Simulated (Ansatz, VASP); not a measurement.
# One calculation of CdTe, two programs

File POSCAR:

```
CdTe
1.0
    0.0000000000      3.3598440395      3.2778966239
    3.2778966239      0.0000000000      3.2778966239
    3.2778966239      3.3598440395      0.0000000000
Cd Te
1 1
Direct
    0.0000000000      0.0000000000      0.0000000000
    0.7500000000      0.7500000000      0.7500000000
```

Contents of INCAR.step1:

```
SYSTEM = CdTe
PREC = Accurate
ENCUT = 520
ISMEAR = 0
SIGMA = 0.05
LREAL = .False.
LASPH = .True.
NELM = 60
NBANDS = 16
GGA = PE
ALGO = Normal
EDIFF = 1E-4
LWAVE = .True.
LCHARG = .False.
```

File INCAR.step2:

```
SYSTEM = CdTe
PREC = Accurate
ENCUT = 520
EDIFF = 1E-6
ISMEAR = 0
SIGMA = 0.05
LREAL = .False.
LASPH = .True.
NELM = 60
ALGO = Normal
ISIF = 2
LWAVE = .False.
LCHARG = .False.
METAGGA = R2SCAN
LMIXTAU = .True.
NBANDS = 16
ISTART = 1
```

KPOINTS

```
regular mesh
0
Gamma
  8 8 8
  0 0 0
```

Input for Ansatz:

```yaml
crystal:
  lattice:
    - [0.0, 3.3598440395, 3.2778966239]
    - [3.2778966239, 0.0, 3.2778966239]
    - [3.2778966239, 3.3598440395, 0.0]
  atoms:
    - { symbol: Cd, position: [0.0, 0.0, 0.0] }
    - { symbol: Te, position: [0.75, 0.75, 0.75] }
basis:
  ecutwfc: 500
kpoints:
  mp_grid: { grid: [8, 8, 8] }
hamiltonian:
  xc: r2scan
scf:
  occupations: { method: gaussian, width: 0.05 }
output:
  forces: true
  stress: true
  eigenvalues: true
```

Change from the starting cell: strain +0.0250 x Voigt [0, 1, 0, 0, 0, 0], atoms carried along.

Alike in both runs: task single point; functional r2SCAN; k mesh 8 × 8 × 8; occupations gaussian, width 0.05 eV; no spin polarisation.

|  | VASP | Ansatz |
| --- | --- | --- |
| version | VASP 6.6.1 | Ansatz 0.2.0 |
| potentials or method | VASP PAW PBE potentials, release 64 (Cd, Te), cutoff 520 eV | scalar-relativistic, plane waves, PAW |
| valence electrons in the cell | 18 | 36 |

VASP gave:

```
gap on the k mesh at the Fermi level (eV)                     : 1.05
least direct gap on the mesh (eV)                             : 1.05
pressure (GPa)                                                : -0.8
traceless stress, the component that is largest in VASP (GPa) : -0.30
```

Question: Estimate Ansatz's values.

Answer: gap on the k mesh at the Fermi level (eV): 1.06; least direct gap on the mesh (eV): 1.06; pressure (GPa): -0.9; traceless stress, the component that is largest in VASP (GPa): -0.30.

VASP's potentials were made for PBE, not for r2SCAN. VASP's potentials hold 18 valence electrons a cell and Ansatz's 36, so a difference there can come from the potentials and not from the codes.

Neither program's run includes spin-orbit coupling.
